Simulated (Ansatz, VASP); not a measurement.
# BN: VASP beside Ansatz

```xyz
2
Lattice="0.0000 1.7458 1.6585 1.7458 0.0000 1.6585 1.7458 1.7458 0.0000" Properties=species:S:1:pos:R:3 pbc="T T T"
B     0.0000    0.0000    0.0000
N     1.7458    1.7458    1.6585
```

Change from the starting cell: uniaxial_z strain -5.0%.

Alike in both runs: task single point; functional PBE; k mesh 12 × 12 × 12; occupations fermi-dirac, width 0.02 eV; no spin polarisation.

|  | VASP | Ansatz |
| --- | --- | --- |
| version | VASP 6.6.1 | Ansatz 0.2.0 |
| potentials or method | VASP PAW PBE potentials, release 64 (B, N) | plane waves, PAW |
| plane-wave cutoff (eV) | 520 | 420 |
| valence electrons in the cell | 8 | 8 |

Ansatz gave:

- gap on the k mesh at the Fermi level (eV): 0.84
- pressure (GPa): 28.1
- traceless stress, the component that is largest in VASP (GPa): 12.15

Question: What did VASP give for the same quantities?

Answer: gap on the k mesh at the Fermi level (eV): 0.83; pressure (GPa): 28.2; traceless stress, the component that is largest in VASP (GPa): 12.33.

Both programs put the cell under a high pressure, so it lies far from rest at this level. The functional is the same, so the differences come from potentials, cutoffs and numerics.
